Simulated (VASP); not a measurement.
A run of VASP 6.6.1 is set up as follows.

The input INCAR:

```
PREC = Accurate ; ENCUT = 560
EDIFF = 1E-6 ; ISMEAR = 0
SIGMA = 0.1 ; LREAL = False
LASPH = True ; NELM = 120
ALGO = Normal ; ISIF = 2
LWAVE = False ; LCHARG = True
GGA = PE ; LELF = True
LVHAR = True ; NBANDS = 20
GGA_COMPAT = False
```

KPOINTS

```
regular mesh
0
Gamma
  6 6 6
```

The input POSCAR:

```
KRu
1.0
   -2.3368752700      2.3368752700      2.5510061700
    2.3368752700     -2.3368752700      2.5510061700
    2.3368752700      2.3368752700     -2.5510061700
K Ru
1 1
Direct
    0.5000000000      0.5000000000      0.0000000000
    0.0000000000      0.0000000000      0.0000000000
```

Potentials or basis: VASP PAW PBE potentials, release 64 (K_sv, Ru_sv).

Run with:

```sh
$ cat potpaw_PBE.64/K_sv/POTCAR potpaw_PBE.64/Ru_sv/POTCAR > POTCAR
$ mpirun -np 1 vasp_std > vasp.out
```

(1) What does it give for the band gap on the k mesh?

(2) Predict the pressure.

Answers

(1) zero (an odd number of electrons rules out a gap without spin polarisation).

(2) 1.6 GPa.

Caveat: the stress differs along the axes, from -2 to 8 GPa.
